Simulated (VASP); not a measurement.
Write the native input for VASP 6.6.1 that does the following.

- Task: single point
- Functional: PBE
- Potentials or basis: VASP PAW PBE potentials, release 64 (Sr_sv, Sc_sv)
- Cutoff: 500 eV
- k mesh: 1 × 2 × 3
- Occupations: gaussian, width 0.1 eV
- Spin: collinear spin
- Starting moments: [0.0, 0.0, 0.0, 0.6] μB
- Dipole correction: no
- Further INCAR settings: ALGO = Normal; EDIFF = 1e-06; NBANDS = 32; ISYM = 0

The structure of Sr3Sc lies in POSCAR:

```
Sr3Sc
1.0
   -2.7813170000      2.7813170000      5.7867300000
    2.7813170000     -2.7813170000      5.7867300000
    2.7813170000      2.7813170000     -5.7867300000
Sr Sc
3 1
Direct
    0.7500000000      0.2500000000      0.5000000000
    0.2500000000      0.7500000000      0.5000000000
    0.5000000000      0.5000000000      0.0000000000
    0.0000000000      0.0000000000      0.0000000000
```

The input as run:

INCAR

```
PREC = Accurate
ENCUT = 500
EDIFF = 1E-6
ISMEAR = 0
SIGMA = 0.1
LREAL = False
LASPH = True
NELM = 200
ALGO = Normal
ISIF = 2
LWAVE = False
LCHARG = True
ISPIN = 2
MAGMOM = 0 0 0 0.6
LORBIT = 11
LMAXMIX = 4
GGA = PE
LELF = True
LVHAR = True
ISYM = 0
NBANDS = 32
GGA_COMPAT = False
```

KPOINTS

```
regular mesh
0
Gamma
  1 2 3
```

Potentials or basis: VASP PAW PBE potentials, release 64 (Sr_sv, Sc_sv).

The run is started by

```bash
$ cat potpaw_PBE.64/Sr_sv/POTCAR potpaw_PBE.64/Sc_sv/POTCAR > POTCAR
$ mpirun -np 1 vasp_std > vasp.out
```

Results of the run:

```json
{"Pressure": "0.1 GPa", "Largest force": "0.035 eV/Å", "Net moment": "2.72 μB per cell", "Site moments": "Sr +0.10, +0.09 (each value once); Sc +0.64 μB", "Valence electrons inside the program's atomic spheres": "Sr 7.96; Sc 9.20"}
```

Caveat: the k points lie up to 0.92 Å⁻¹ apart, too coarse for converged energies, forces and pressures.

Run time: 2.7 min on 1 thread of Intel(R) Xeon(R) Platinum 8559C (Emerald Rapids), on a shared host, peak memory 0.5 GiB.
